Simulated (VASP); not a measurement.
Write the native input for VASP 6.6.1 that does the following.

```yaml
Task: relaxation of cell and atoms
Functional: PBEsol
Potentials_or_basis: VASP PAW PBE potentials, release 64 (Ni, Si)
Cutoff: 600 eV
k_mesh: 9 × 9 × 9
Occupations: fermi-dirac, width 0.05 eV
Spin: collinear spin, ferromagnetic start
Starting_moments: "[1.0, 0.0, 0.0] μB"
Target_pressure: 10 GPa
Dipole_correction: no
Further_INCAR_settings: ALGO = Normal; EDIFF = 1e-07; IBRION = 2; EDIFFG = -0.005; NSW = 80; ISIF = 3
```

The structure of Si2Ni lies in POSCAR:

```
Si2Ni
1.0
    0.0000000000      2.7030000000      2.7030000000
    2.7030000000      0.0000000000      2.7030000000
    2.7030000000      2.7030000000      0.0000000000
Ni Si
1 2
Direct
    0.0000000000      0.0000000000      0.0000000000
    0.7500000000      0.7500000000      0.7500000000
    0.2500000000      0.2500000000      0.2500000000
```

One way to write it, as run:

INCAR

```
PREC = Accurate
ENCUT = 600
EDIFF = 1E-7
ISMEAR = -1
SIGMA = 0.05
LREAL = False
LASPH = True
NELM = 150
ALGO = Normal
ISIF = 3
LWAVE = False
LCHARG = False
ISPIN = 2
MAGMOM = 1 0 0
LORBIT = 11
LMAXMIX = 4
GGA = PS
IBRION = 2
NSW = 80
EDIFFG = -0.005
PSTRESS = 100.0
```

KPOINTS

```
regular mesh
0
Gamma
  9 9 9
```

Potentials or basis: VASP PAW PBE potentials, release 64 (Ni, Si).

Command:

```bash
$ cat potpaw_PBE.64/Ni/POTCAR potpaw_PBE.64/Si/POTCAR > POTCAR
$ mpirun -np 1 vasp_std > vasp.out
```

It gave:

```
Relaxed volume                                         : 12.36 Å³/atom
Relaxed cell                                           : a = 3.743 Å, b = 3.743 Å, c = 3.743 Å, α = 60.00°, β = 60.00°, γ = 60.00°
Space group after relaxing (to 0.05 Å)                 : Fm-3m (No. 225)
Energy change on relaxing (the enthalpy is what falls) : +21.8 meV/atom
Ionic steps                                            : 6
Pressure after relaxing                                : 10.0 GPa
Band gap on the k mesh                                 : zero (filled and empty bands overlap)
Net moment                                             : 0.00 μB per cell
Valence electrons inside the program's atomic spheres  : Ni 10.00; Si 1.62
```

Caveat: the cell is relaxed towards a set pressure, so the enthalpy falls and the energy may rise; the PAW data sets were made with another functional, which shifts forces and pressure a little.

It took 2.8 min on 1 thread of Intel Xeon 6975P-C, with other jobs on the host, peak memory 0.24 GiB.
